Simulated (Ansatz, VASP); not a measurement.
## SiO2: VASP beside Ansatz

```
Si O
1.0
     5.27603    0.00000    0.00000
    -2.63802    4.56918    0.00000
     0.00000    0.00000    8.61172
Si O
4 8
Direct
  0.33333 0.66667 0.06244
  0.66667 0.33333 0.56244
  0.33333 0.66667 0.43756
  0.66667 0.33333 0.93756
  0.33333 0.66667 0.25000
  0.66667 0.33333 0.75000
  0.50000 0.00000 0.00000
  0.50000 0.50000 0.50000
  0.00000 0.50000 0.00000
  0.50000 0.00000 0.50000
  0.50000 0.50000 0.00000
  0.00000 0.50000 0.50000
```

Alike in both runs: functional PBE; k mesh 6 × 6 × 4; occupations gaussian, width 0.02 eV; no spin polarisation.

Ansatz relaxed the structure, and its values are those at the end. VASP's run is a single point on that final structure, the one shown.

```csv
,VASP,Ansatz
version,VASP 6.6.1,Ansatz 0.2.0
potentials or method,"VASP PAW PBE potentials, release 64 (Si, O), cutoff 520 eV","scalar-relativistic, plane waves, PAW"
valence electrons in the cell,64,64
```

```tsv
	VASP	Ansatz	Ansatz less VASP
gap on the k mesh at the Fermi level (eV)	5.37	5.37	+0.002
least direct gap on the mesh (eV)	5.37	5.37	+0.002
pressure (GPa)	0.0	0.0	-0.03
```
